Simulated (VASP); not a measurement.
The system is Si3C.

```
CELL_PARAMETERS angstrom
2.74798 0.00000 0.00000
-1.37399 2.37982 0.00000
0.00000 0.00000 8.93042
ATOMIC_POSITIONS crystal
Si 0.33333 0.66667 0.00000
Si 0.66667 0.33333 0.25000
Si 0.66667 0.33333 0.75000
C 0.33333 0.66667 0.50000
```

| Item | Value |
| --- | --- |
| Program | VASP 6.6.1 |
| Task | relaxation of cell and atoms |
| Functional | PBE |
| Potentials or basis | VASP PAW PBE potentials, release 64 (Si, C) |
| Cutoff | 600 eV |
| k mesh | 6 × 6 × 2 |
| Occupations | gaussian, width 0.1 eV |
| Spin | no spin polarisation |

At the start: pressure -12.2 GPa; volume 14.60 Å³/atom.

**Question.** How do energy, volume and symmetry change on relaxing?

**Answer.** Over 19 steps the energy falls by 846.7 meV/atom and the volume is 13.02 Å³/atom (-10.8 %); space group P-6m2 (No. 187, to 0.1 Å) before and after.

The path:
```
step  energy change (eV)  largest force (eV/Å)  pressure (GPa)  volume (Å³)
   1              0.0000                1.6397          -12.22        58.40
   2             -0.7992                2.1720           -2.27        49.46
   3             -0.8932                2.3085            6.27        45.85
   4             -1.4279                1.5125            9.76        44.03
   5             -1.6996                1.7441           16.34        42.60
   6             -1.3403                1.4088           50.08        39.82
   7             -1.7690                1.1304           21.70        41.92
   8             -2.0261                0.8236           21.82        42.41
   9             -2.5693                0.9103           26.33        43.87
  10             -3.0338                0.8702           15.98        46.35
  11             -3.3191                0.5856            6.45        49.63
  12             -3.1070                2.0272           -3.89        56.53
  13             -3.3602                0.9881            1.86        51.94
  14             -3.3631                0.9022            2.63        51.50
  15             -3.3822                0.2439            0.86        51.82
  16             -3.3830                0.0934            0.46        51.90
  17             -3.3850                0.0774            0.17        52.00
  18             -3.3865                0.0475           -0.36        52.17
  19             -3.3867                0.0370           -0.26        52.10
```

Final structure:
```
Si C
1.0
     2.80247    0.00000    0.00000
    -1.40124    2.42701    0.00000
     0.00000    0.00000    7.65936
Si C
3 1
Cartesian
  0.0000 1.6180 0.0000
  1.4012 0.8090 2.6217
  1.4012 0.8090 5.0376
  0.0000 1.6180 3.8297
```

Caveat: the k points lie up to 0.43 Å⁻¹ apart in the final cell, too coarse for converged energies and pressures of a metal.
